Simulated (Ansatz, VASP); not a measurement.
**Two plane-wave programs on TaC**

POSCAR

```
TaC
1.0
    0.0000000000      2.2272108367      2.2272108367
    2.2272108367      0.0000000000      2.2272108367
    2.2272108367      2.2272108367      0.0000000000
Ta C
1 1
Direct
    0.0000000000      0.0000000000      0.0000000000
    0.5000000000      0.5000000000      0.5000000000
```

Contents of INCAR.step1:

```
SYSTEM = TaC
PREC     = Accurate       ! precision mode
ENCUT    = 660            ! plane-wave cutoff, eV
ISMEAR   = 0              ! smearing method
SIGMA    = 0.1            ! smearing width, eV
LREAL    = .False.        ! projectors in reciprocal space
LASPH    = .True.         ! aspherical terms in the spheres
NELM     = 120            ! most SCF steps
NBANDS   = 14             ! bands
GGA      = PE             ! functional
ALGO     = Normal         ! electronic algorithm
EDIFF    = 1E-5           ! SCF threshold, eV
LWAVE    = .True.         ! write WAVECAR
LCHARG   = .False.        ! write CHGCAR
GGA_COMPAT= .False.
```

The input INCAR.step2:

```
SYSTEM = TaC
PREC     = Accurate       ! precision mode
ENCUT    = 660            ! plane-wave cutoff, eV
EDIFF    = 1E-6           ! SCF threshold, eV
ISMEAR   = 0              ! smearing method
SIGMA    = 0.1            ! smearing width, eV
LREAL    = .False.        ! projectors in reciprocal space
LASPH    = .True.         ! aspherical terms in the spheres
NELM     = 120            ! most SCF steps
ALGO     = Normal         ! electronic algorithm
ISIF     = 2              ! what is computed and relaxed
LWAVE    = .False.        ! write WAVECAR
LCHARG   = .True.         ! write CHGCAR
METAGGA  = R2SCAN         ! meta-GGA
LMIXTAU  = .True.       
LUSE_VDW = .True.       
IVDW_NL  = 2            
BPARAM   = 11.95        
CPARAM   = 0.0093       
LELF     = .True.         ! ELF
LVHAR    = .True.       
NBANDS   = 14             ! bands
ISTART   = 1            
GGA_COMPAT= .False.
```

File KPOINTS:

```
regular mesh
0
Gamma
  16 16 16
  0 0 0
```

Input for Ansatz:

```yaml
crystal:
  lattice:
    - [0.0, 2.2272108367, 2.2272108367]
    - [2.2272108367, 0.0, 2.2272108367]
    - [2.2272108367, 2.2272108367, 0.0]
  atoms:
    - { symbol: Ta, position: [0.0, 0.0, 0.0] }
    - { symbol: C, position: [0.5, 0.5, 0.5] }
basis:
  ecutwfc: 500
kpoints:
  mp_grid: { grid: [16, 16, 16] }
  band_path:
    path:
      - [[0.0, 0.0, 0.0], [0.5, 0.0, 0.5], [0.625, 0.25, 0.625]]
      - [[0.375, 0.375, 0.75], [0.0, 0.0, 0.0], [0.5, 0.5, 0.5], [0.5, 0.25, 0.75], [0.5, 0.0, 0.5]]
    npoints: 10
hamiltonian:
  xc: r2scan
  dispersion: rvv10
  pseudopotentials: { kind: paw, azcp: { folder: soft_1 } }
scf:
  occupations: { method: gaussian, width: 0.1 }
  n_extra_bands: 7
output:
  forces: true
  stress: true
  eigenvalues: true
  dos: { projected: false, de: 0.02, nscf_kmesh: { grid: [24, 24, 24] } }
  write_density: true
  write_potential: true
  elf: true
  volumetric_format: npy
```

Alike in both runs: task single point; functional r2SCAN; dispersion rVV10; k mesh 16 × 16 × 16; occupations gaussian, width 0.1 eV; no spin polarisation.

|  | VASP | Ansatz |
| --- | --- | --- |
| version | VASP 6.6.1 | Ansatz 0.2.0 |
| potentials or method | VASP PAW PBE potentials, release 64 (Ta_pv, C), cutoff 660 eV | scalar-relativistic, plane waves, PAW |
| valence electrons in the cell | 15 | 17 |

|  | VASP | Ansatz | Ansatz less VASP |
| --- | --- | --- | --- |
| gap on the k mesh at the Fermi level (eV) | none | none | - |
| pressure (GPa) | 1.6 | 0.0 | -1.65 |

VASP's potentials were made for PBE, not for r2SCAN. A gap of «none» marks a metal or a gap that the smearing closes. VASP's potentials hold 15 valence electrons a cell and Ansatz's 17, so a difference there can come from the potentials and not from the codes.

Neither program's run includes spin-orbit coupling.
